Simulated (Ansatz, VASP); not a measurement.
**TiSi2 in VASP and in Ansatz**

```
Ti Si
1.0
     1.76396   -6.75597    0.00000
     1.76396    6.75597    0.00000
     0.00000    0.00000    3.56498
Ti Si
2 4
Direct
  0.89684 0.10316 0.75000
  0.10316 0.89684 0.25000
  0.55830 0.44170 0.75000
  0.44170 0.55830 0.25000
  0.24981 0.75019 0.75000
  0.75019 0.24981 0.25000
```

Alike in both runs: functional r2SCAN; k mesh 10 × 10 × 10; occupations gaussian, width 0.1 eV; no spin polarisation.

Ansatz relaxed the structure, and its values are those at the end. VASP's run is a single point on that final structure, the one shown.

```csv
,VASP,Ansatz
version,VASP 6.6.1,Ansatz 0.2.0
potentials or method,"VASP PAW PBE potentials, release 64 (Ti_sv, Si), cutoff 520 eV","scalar-relativistic, plane waves, PAW"
valence electrons in the cell,40,40
```

|  | VASP | Ansatz | Ansatz less VASP |
| --- | --- | --- | --- |
| gap on the k mesh at the Fermi level (eV) | none | none | - |
| pressure (GPa) | 0.3 | 0.0 | -0.28 |
| rms of the force components (eV/Å) | 0.006 | 0.001 | -0.0049 |

VASP's potentials were made for PBE, not for r2SCAN. A gap of «none» marks a metal or a gap that the smearing closes. With one functional, cell and mesh, what is left measures potentials, basis and numerics.
